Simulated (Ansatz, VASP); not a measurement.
Two plane-wave programs on SiC

Contents of INCAR:

```
ALGO = Normal
EDIFF = 1E-7
ENCUT = 520
GGA = PE
ISIF = 2
ISMEAR = -1
LASPH = True
LCHARG = True
LELF = True
LREAL = False
LVHAR = True
LWAVE = False
NBANDS = 16
NELM = 80
PREC = Accurate
SIGMA = 0.02
```

Contents of KPOINTS:

```
k-points
0
Gamma
  12 12 6
```

The input POSCAR:

```
SiC
1.0
    2.9830955520      0.0000000000      0.0000000000
   -1.4915477760      2.5834365300      0.0000000000
    0.0000000000      0.0000000000      4.8966648483
Si C
2 2
Direct
    0.3333333333      0.6666666667     -0.0003328325
    0.6666666667      0.3333333333      0.4996671675
    0.3333333333      0.6666666667      0.3753328325
    0.6666666667      0.3333333333      0.8753328325
```

Input for Ansatz:

```yaml
crystal:
  lattice:
    - [2.983095552, 0.0, 0.0]
    - [-1.491547776, 2.58343653, 0.0]
    - [0.0, 0.0, 4.8966648483]
  atoms:
    - { symbol: Si, position: [0.3333333333, 0.6666666667, -0.0003328325] }
    - { symbol: Si, position: [0.6666666667, 0.3333333333, 0.4996671675] }
    - { symbol: C, position: [0.3333333333, 0.6666666667, 0.3753328325] }
    - { symbol: C, position: [0.6666666667, 0.3333333333, 0.8753328325] }
kpoints:
  mp_grid: { grid: [12, 12, 6] }
  band_path:
    path:
      - [0.0, 0.0, 0.0]
      - [0.5, 0.0, 0.0]
      - [0.3333333333, 0.3333333333, 0.0]
      - [0.0, 0.0, 0.5]
      - [0.5, 0.0, 0.5]
      - [0.3333333333, 0.3333333333, 0.5]
    npoints: 1
hamiltonian:
  xc: pbe
scf:
  occupations: { method: fermi_dirac, width: 0.02 }
  n_extra_bands: 5
output:
  forces: true
  stress: true
  eigenvalues: true
```

Change from the starting cell: hydrostatic strain -3.0%.

Alike in both runs: task single point; functional PBE; k mesh 12 × 12 × 6; occupations fermi-dirac, width 0.02 eV; no spin polarisation.

|  | VASP | Ansatz |
| --- | --- | --- |
| version | VASP 6.6.1 | Ansatz 0.2.0 |
| potentials or method | VASP PAW PBE potentials, release 64 (Si, C) | plane waves, PAW |
| plane-wave cutoff (eV) | 520 | 420 |
| valence electrons in the cell | 16 | 16 |

|  | VASP | Ansatz | Ansatz less VASP |
| --- | --- | --- | --- |
| gap on the k mesh at the Fermi level (eV) | 2.10 | 2.10 | +0.005 |
| pressure (GPa) | 28.1 | 28.2 | +0.11 |
| traceless stress, the component that is largest in VASP (GPa) | -0.47 | -0.48 | -0.011 |

Both programs put the cell under a high pressure, so it lies far from rest at this level. With one functional, cell and mesh, what is left measures potentials, basis and numerics.
